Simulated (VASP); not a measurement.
A run of VASP 6.6.1:

Contents of INCAR:

```
SYSTEM = Be2SO3
ALGO = Normal
EDIFF = 1E-6
ENCUT = 520
GGA = PE
ISIF = 2
ISMEAR = 0
LASPH = .TRUE.
LCHARG = .FALSE.
LREAL = .FALSE.
LWAVE = .FALSE.
NBANDS = 23
NELM = 80
PREC = Accurate
SIGMA = 0.1
```

Contents of KPOINTS:

```
k-points
0
G
  12 12 16
  0 0 0
```

The input POSCAR:

```
Be2SO3
1.0
    4.8336699862      0.0000000000      0.0000000000
   -2.4168349931      4.1860810016      0.0000000000
    0.0000000000      0.0000000000      2.4238235389
Be S O
2 1 3
Direct
    0.3333333333      0.6666666667      0.5000000000
    0.6666666667      0.3333333333      0.5000000000
    0.0000000000      0.0000000000      0.0000000000
    0.5000000000      0.0000000000      0.0000000000
    0.0000000000      0.5000000000      0.0000000000
    0.5000000000      0.5000000000      0.0000000000
```

Potentials or basis: VASP PAW PBE potentials, release 64 (Be, S, O).

Command:

```sh
$ cat potpaw_PBE.64/Be/POTCAR potpaw_PBE.64/S/POTCAR potpaw_PBE.64/O/POTCAR > POTCAR
$ mpirun -np 1 vasp_std > vasp.out
```

Hardware: 1 thread of AMD EPYC 9R45 96-Core Processor (Zen 5), on a shared host.

Q: Estimate the wall time of this run.

A: It took 110 s on 1 thread of AMD EPYC 9R45 96-Core Processor (Zen 5), with other jobs on the host, peak memory 0.25 GiB. Counts: scf iterations 15, k points 171.
